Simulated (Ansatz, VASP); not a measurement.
One calculation of TiRh, two programs

Contents of INCAR:

```
SYSTEM = TiRh
PREC = Accurate
ENCUT = 520
EDIFF = 1E-6
ISMEAR = -1
SIGMA = 0.1
LREAL = .False.
LASPH = .True.
NELM = 100
ALGO = Normal
ISIF = 2
LWAVE = .False.
LCHARG = .True.
GGA = CA
LELF = .True.
LVHAR = .True.
NBANDS = 20
```

File KPOINTS:

```
regular mesh
0
Gamma
  11 11 11
  0 0 0
```

POSCAR

```
TiRh
1.0
    3.0217440000      0.0000000000      0.0000000000
    0.0000000000      3.0217440000      0.0000000000
    0.0000000000      0.0000000000      3.1152000000
Ti Rh
1 1
Direct
    0.5000000000      0.5000000000      0.5000000000
    0.0000000000      0.0000000000      0.0000000000
```

Input for Ansatz:

```yaml
crystal:
  lattice:
    - [3.021744, 0.0, 0.0]
    - [0.0, 3.021744, 0.0]
    - [0.0, 0.0, 3.1152]
  atoms:
    - { symbol: Ti, position: [0.5, 0.5, 0.5] }
    - { symbol: Rh, position: [0.0, 0.0, 0.0] }
basis:
  ecutwfc: 517.016338673772
kpoints:
  mp_grid:
    grid: [11, 11, 11]
hamiltonian:
  xc: lda
  pseudopotentials:
    kind: paw
scf:
  convergence:
    dr2_threshold: 1.0e-09
  occupations:
    method: fermi_dirac
    width: 0.1
output:
  stress: true
```

Alike in both runs: task single point; functional LDA; k mesh 11 × 11 × 11; occupations fermi-dirac, width 0.1 eV; no spin polarisation.

|  | VASP | Ansatz |
| --- | --- | --- |
| version | VASP 6.6.1 | Ansatz 0.2.0 |
| potentials or method | VASP PAW LDA potentials, release 64 (Ti_sv, Rh_pv), cutoff 520 eV | plane waves, PAW |
| valence electrons in the cell | 27 | 29 |

Ansatz gave:

* pressure (GPa): -1.7
* traceless stress, the component that is largest in VASP (GPa): 1.90

**Question.** Estimate VASP's values.

**Answer.** Pressure (GPa): -1.5; traceless stress, the component that is largest in VASP (GPa): 1.88.

LDA's correlation is that of Perdew and Zunger in VASP and of Perdew and Wang (1992) in Ansatz. VASP's potentials hold 27 valence electrons a cell and Ansatz's 29, so a difference there can come from the potentials and not from the codes. Ansatz's warnings: stress scf threshold loose.
